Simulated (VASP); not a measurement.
# CdS (F-43m) in VASP: vibrations by perturbation theory with LDA

Aim: the vibrations by perturbation theory of CdS with LDA.

Everything below comes from runs of VASP 6.6.1. Logs are shortened: lines on timing, memory, paths and dates and some standing lists are left out, and cuts for length are marked.

### Step 1. The cell of the first run

The structure is cubic, space group F-43m (No. 216). The conventional cell has a = 5.757 Å, b = 5.757 Å, c = 5.757 Å, α = 90.00°, β = 90.00°, γ = 90.00°. Cd (site symmetry -43m) has 4 S at 2.49 Å within 3.3 Å. S (site symmetry -43m) has 4 Cd at 2.49 Å within 3.3 Å.

### Step 2. Vibrations by perturbation theory, LDA

INCAR reads:

```
SYSTEM = CdS
  ALGO = Normal
  EDIFF = 1E-8
  ENCUT = 520
  GGA = CA
  IBRION = 8
  ISIF = 2
  ISMEAR = 0
  LASPH = .TRUE.
  LCHARG = .TRUE.
  LEPSILON = .TRUE.
  LREAL = .FALSE.
  LWAVE = .FALSE.
  NELM = 60
  NSW = 1
  PREC = Accurate
  SIGMA = 0.01
```

KPOINTS reads:

```
k-points
0
G
  8 8 8
  0 0 0
```

POSCAR reads:

```
CdS
1.0
    0.0000000000      2.8785019879      2.8785019879
    2.8785019879      0.0000000000      2.8785019879
    2.8785019879      2.8785019879      0.0000000000
Cd S
1 1
Direct
    0.0000000000      0.0000000000      0.0000000000
    0.7500000000      0.7500000000      0.7500000000
```

Potentials or basis: VASP PAW LDA potentials, release 64 (Cd, S).

On the command line:

```console
> cat potpaw_LDA.64/Cd/POTCAR potpaw_LDA.64/S/POTCAR > POTCAR
> mpirun -np 1 vasp_std > vasp.out
```

OUTCAR:

```text
SYSTEM = CdS
   EDIFF = 1E-8
   ENCUT = 520
   GGA = CA
   IBRION = 8
   ISIF = 2
   ISMEAR = 0
   LASPH = .TRUE.
   LEPSILON = .TRUE.
   LREAL = .FALSE.
   NELM = 60
   NSW = 1
   PREC = Accurate

 ion  position               nearest neighbor table
   1  0.000  0.000  0.000-   2 2.49   2 2.49   2 2.49   2 2.49
   2  0.750  0.750  0.750-   1 2.49   1 2.49   1 2.49   1 2.49

  LATTYP: Found a face centered cubic cell.
 ALAT       =     5.7570039758

  Lattice vectors:

 A1 = (   0.0000000000,   2.8785019879,   2.8785019879)
 A2 = (   2.8785019879,   0.0000000000,   2.8785019879)
 A3 = (   2.8785019879,   2.8785019879,   0.0000000000)

Analysis of symmetry for initial positions (statically):
=====================================================================
 Subroutine PRICEL returns:
 Original cell was already a primitive cell.

 Routine SETGRP: Setting up the symmetry group for a
 face centered cubic supercell.

 Subroutine GETGRP returns: Found 24 space group operations
 (whereof 24 operations were pure point group operations)
 out of a pool of 48 trial point group operations.

The static configuration has the point symmetry T_d .

Analysis of symmetry for dynamics (positions and initial velocities):
=====================================================================
 Subroutine PRICEL returns:
 Original cell was already a primitive cell.

 Routine SETGRP: Setting up the symmetry group for a
 face centered cubic supercell.

 Subroutine GETGRP returns: Found 24 space group operations
 (whereof 24 operations were pure point group operations)
 out of a pool of 48 trial point group operations.

The dynamic configuration has the point symmetry T_d .

 Subroutine INISYM returns: Found 24 space group operations
 (whereof 24 operations are pure point group operations),
 and found     1 'primitive' translations

----------------------------------------------------------------------------------------

                                     Primitive cell

  volume of cell :      47.7012

  direct lattice vectors                    reciprocal lattice vectors
     0.000000000  2.878501988  2.878501988    -0.173701461  0.173701461  0.173701461
     2.878501988  0.000000000  2.878501988     0.173701461 -0.173701461  0.173701461
     2.878501988  2.878501988  0.000000000     0.173701461  0.173701461 -0.173701461

  length of vectors
     4.070816551  4.070816551  4.070816551     0.300859755  0.300859755  0.300859755

  position of ions in fractional coordinates (direct lattice)
     0.000000000  0.000000000  0.000000000
     0.750000000  0.750000000  0.750000000

  ion indices of the primitive-cell ions
   primitive index   ion index
                 1           1
                 2           2

----------------------------------------------------------------------------------------

 KPOINTS: k-points

Automatic generation of k-mesh.
 Grid dimensions read from file:
 generate k-points for:    8    8    8

 Generating k-lattice:

  Cartesian coordinates                     Fractional coordinates (reciprocal lattice)
[... 533 lines left out ...]
  ---------------------------------------------------
  ---------------------------------------------------
  free energy    TOTEN  =        -0.86304133 eV

  energy without entropy =       -0.86304133

------------------------ aborting loop because EDIFF is reached ----------------------------------------

--------------------------------------- Ionic step        2  -------------------------------------------

------------------------ aborting loop because EDIFF is reached ----------------------------------------

--------------------------------------- Ionic step        3  -------------------------------------------

------------------------ aborting loop because EDIFF is reached ----------------------------------------

 PIEZOELECTRIC TENSOR FIELD DIRECTION 3  (e Angst)
 -----------------------------------------------------------------------------
    -0.00134  1.88904  0.00000           ( -0.00000 -0.03161  0.00000)
     1.88904 -0.00134  0.00000           ( -0.03161 -0.00000  0.00000)
     0.00000  0.00000  0.00061           (  0.00000  0.00000 -0.00000)

 PIEZOELECTRIC TENSOR FIELD DIRECTION 3  (C/m^2)
 -----------------------------------------------------------------------------
    -0.00045  0.63449  0.00000
     0.63449 -0.00045  0.00000
     0.00000  0.00000  0.00021

--------------------------------------- Ionic step        4  -------------------------------------------

------------------------ aborting loop because EDIFF is reached ----------------------------------------

[... ionic steps 5 to 6 ...]

--------------------------------------- Ionic step        7  -------------------------------------------

 Free energy of the ion-electron system (eV)
  ---------------------------------------------------
  ---------------------------------------------------
  free energy    TOTEN  =        -0.10587616 eV

  energy without entropy =       -0.10587616

------------------------ aborting loop because EDIFF is reached ----------------------------------------

 INTERNAL STRAIN TENSOR  FOR ION    2  DIRECTION 1   (eV/Angst):
 -----------------------------------------------------------------------------
    -0.00462  0.00000  0.00000
     0.00000  0.00591  7.45134
     0.00000  7.45134  0.00591

 MACROSCOPIC STATIC DIELECTRIC TENSOR (including local field effects in DFT)
 ------------------------------------------------------
           7.258368     0.000000    -0.000000
           0.000000     7.258368    -0.000000
          -0.000000    -0.000000     7.258368
 ------------------------------------------------------

 PIEZOELECTRIC TENSOR (including local field effects)  for field in x, y, z        (e  Angst)
          XX          YY          ZZ          XY          YZ          ZX
  --------------------------------------------------------------------------------
  x     0.00000    -0.00000    -0.00000     0.00000     1.90487    -0.00000
  y     0.00000    -0.00000     0.00000     0.00000     0.00000     1.90487
  z    -0.00000    -0.00000     0.00000     1.90487     0.00000     0.00000

 PIEZOELECTRIC TENSOR (including local field effects)  for field in x, y, z        (C/m^2)
          XX          YY          ZZ          XY          YZ          ZX
  --------------------------------------------------------------------------------
  x     0.00000    -0.00000    -0.00000     0.00000     0.63980    -0.00000
  y     0.00000    -0.00000     0.00000     0.00000     0.00000     0.63980
  z    -0.00000    -0.00000     0.00000     0.63980     0.00000     0.00000

 BORN EFFECTIVE CHARGES (including local field effects) (in |e|, cummulative output)
 ---------------------------------------------------------------------------------
 ion    1
    1     2.16986     0.00000     0.00000
    2     0.00000     2.16986     0.00000
    3     0.00000     0.00000     2.16986
 ion    2
    1    -2.16986     0.00000     0.00000
    2     0.00000    -2.16986     0.00000
    3     0.00000     0.00000    -2.16986

 INTERNAL STRAIN TENSOR FOR ION    2 for displacements in x,y,z  (eV/Angst):
          X           Y           Z          XY          YZ          ZX
  --------------------------------------------------------------------------------
  x    -0.00000    -0.00000    -0.00000     0.00000     7.45134     0.00000
  y    -0.00000    -0.00000    -0.00000     0.00000     0.00000     7.45134
  z    -0.00000    -0.00000    -0.00000     7.45134     0.00000     0.00000

 SECOND DERIVATIVES (NOT SYMMETRIZED)
 ------------------------------------
               1X          1Y          1Z          2X          2Y          2Z
  1X    -5.680624    0.000000    0.000000    5.680624    0.000000    0.000000
  1Y     0.000000   -5.680624    0.000000    0.000000    5.680624    0.000000
  1Z     0.000000    0.000000   -5.680624    0.000000    0.000000    5.680624
  2X     5.666533    0.000000    0.000000   -5.666533    0.000000    0.000000
  2Y     0.000000    5.666533    0.000000    0.000000   -5.666533    0.000000
  2Z     0.000000    0.000000    5.666533    0.000000    0.000000   -5.666533

 Eigenvectors and eigenvalues of the dynamical matrix
 ----------------------------------------------------

   1 f  =    7.452498 THz    46.825426 2PiTHz  248.588574 cm-1    30.821041 meV
             X         Y         Z           dx          dy          dz
      0.000000  0.000000  0.000000     0.000000    0.471566    0.000000
      4.317753  4.317753  4.317753     0.000000   -0.881831    0.000000
[... 21 lines left out ...]
   6 f/i=    0.003848 THz     0.024180 2PiTHz    0.128369 cm-1     0.015916 meV
             X         Y         Z           dx          dy          dz
      0.000000  0.000000  0.000000     0.000000   -0.881831    0.000000
      4.317753  4.317753  4.317753     0.000000   -0.471566    0.000000

--------------------------------------------------------------------------------------------------------

 MACROSCOPIC STATIC DIELECTRIC TENSOR IONIC CONTRIBUTION
 ------------------------------------------------------
           3.148050    -0.000000     0.000000
          -0.000000     3.148050    -0.000000
           0.000000    -0.000000     3.148050
 ------------------------------------------------------

 ELASTIC MODULI CONTR FROM IONIC RELAXATION (kBar)
 Direction    XX          YY          ZZ          XY          YZ          ZX
 --------------------------------------------------------------------------------
 XX          -0.0000     -0.0000     -0.0000      0.0000      0.0000      0.0000
 YY          -0.0000     -0.0000     -0.0000      0.0000      0.0000      0.0000
 ZZ          -0.0000     -0.0000     -0.0000      0.0000      0.0000      0.0000
 XY           0.0000      0.0000      0.0000   -333.5175     -0.0000      0.0000
 YZ           0.0000      0.0000      0.0000     -0.0000   -333.5175      0.0000
 ZX           0.0000      0.0000      0.0000      0.0000      0.0000   -333.5175
 --------------------------------------------------------------------------------

 PIEZOELECTRIC TENSOR IONIC CONTR  for field in x, y, z        (C/m^2)
          XX          YY          ZZ          XY          YZ          ZX
  --------------------------------------------------------------------------------
  x     0.00000     0.00000     0.00000    -0.00000    -0.96417     0.00000
  y     0.00000     0.00000     0.00000     0.00000     0.00000    -0.96417
  z     0.00000     0.00000     0.00000    -0.96417    -0.00000     0.00000
```

Run time: 10 min. Hardware: 1 thread of Intel Xeon 8259CL, shared host; peak memory 0.29 GiB.

What came out:

```yaml
Electronic_dielectric_tensor_diagonal: 7.26
Born_charges_mean_of_the_diagonal: Cd +2.17; S -2.17 e
Highest_phonon_frequency_at_Γ_LO-TO_splitting_left_out: 249 cm⁻¹
```

Phonon frequencies in cm⁻¹ (negative: imaginary):
```
              q point        frequencies
(0.000, 0.000, 0.000)  0 0 0 249 249 249
```

Electronic dielectric tensor:
```
7.26 0.00 0.00
0.00 7.26 0.00
0.00 0.00 7.26
```

Born effective charge tensors (e):
atom 1, Cd
```
2.17 0.00 0.00
0.00 2.17 0.00
0.00 0.00 2.17
```
atom 2, S
```
-2.17  0.00  0.00
 0.00 -2.17  0.00
 0.00  0.00 -2.17
```
